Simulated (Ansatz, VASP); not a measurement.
## Ru: VASP beside Ansatz

POSCAR

```
Ru
1.0
    2.7058000000      0.0000000000      0.0000000000
   -1.3529000000      2.3432915376      0.0000000000
    0.0000000000      0.0000000000      4.2819000000
Ru
2
Direct
    0.6666666667      0.3333333333      0.7500000000
    0.3333333333      0.6666666667      0.2500000000
```

The input INCAR.step1:

```
PREC = Accurate ; ENCUT = 520
ISMEAR = -1 ; SIGMA = 0.05
LREAL = False ; LASPH = True
NELM = 150 ; MAGMOM = 0 0 0 0 0 0
LSORBIT = True ; GGA_COMPAT = False
LMAXMIX = 4 ; NBANDS = 40
GGA = PE ; ALGO = Normal
EDIFF = 1E-4 ; LWAVE = True
LCHARG = False
```

Contents of INCAR.step2:

```
PREC = Accurate ; ENCUT = 520
EDIFF = 1E-6 ; ISMEAR = -1
SIGMA = 0.05 ; LREAL = False
LASPH = True ; NELM = 150
ALGO = Normal ; ISIF = 2
LWAVE = False ; LCHARG = True
MAGMOM = 0 0 0 0 0 0 ; LORBIT = 11
LSORBIT = True ; GGA_COMPAT = False
LORBMOM = True ; LMAXMIX = 4
METAGGA = R2SCAN ; LMIXTAU = True
LVHAR = True ; NBANDS = 40
ISTART = 1
```

The input KPOINTS:

```
regular mesh
0
Gamma
  8 8 5
```

input.yaml

```yaml
crystal:
  lattice:
    - [2.7058, 0.0, 0.0]
    - [-1.3529, 2.3432915376, 0.0]
    - [0.0, 0.0, 4.2819]
  atoms:
    - { symbol: Ru, position: [0.6666666667, 0.3333333333, 0.75] }
    - { symbol: Ru, position: [0.3333333333, 0.6666666667, 0.25] }
hamiltonian:
  xc: r2scan
  pseudopotentials: { kind: paw_fr }
magnetization:
  noncollinear: true
  spin_orbit: true
kpoints:
  mp_grid: { grid: [8, 8, 5] }
  band_path:
    path:
      - [[0.0, 0.0, 0.0], [0.5, 0.0, 0.0], [0.3333333333, 0.3333333333, 0.0], [0.0, 0.0, 0.0], [0.0, 0.0, 0.5], [0.5, 0.0, 0.5], [0.3333333333, 0.3333333333, 0.5], [0.0, 0.0, 0.5]]
      - [[0.5, 0.0, 0.5], [0.5, 0.0, 0.0]]
      - [[0.3333333333, 0.3333333333, 0.0], [0.3333333333, 0.3333333333, 0.5]]
    npoints: 14
scf:
  occupations: { method: fermi_dirac, width: 0.05 }
  n_extra_bands: 6
output:
  forces: true
  stress: true
  eigenvalues: true
  fatbands: true
```

Alike in both runs: functional r2SCAN; k mesh 8 × 8 × 5; occupations fermi-dirac, width 0.05 eV; non-collinear spin, spin-orbit coupling.

|  | VASP | Ansatz |
| --- | --- | --- |
| version | VASP 6.6.1 | Ansatz 0.2.0 |
| potentials or method | VASP PAW PBE potentials, release 64 (Ru_pv) | Ansatz PAW |
| plane-wave cutoff (eV) | 520 | 500 |
| valence electrons in the cell | 28 | 32 |
| task | single point | band structure |

```tsv
	VASP	Ansatz	Ansatz less VASP
pressure (GPa)	-0.8	-2.4	-1.59
traceless stress, the component that is largest in VASP (GPa)	-0.92	-1.01	-0.089
net moment per atom (μB)	0.00	0.00	0.000
```

VASP's potentials were made for PBE, not for r2SCAN. VASP's potentials hold 28 valence electrons a cell and Ansatz's 32, so a difference there can come from the potentials and not from the codes.
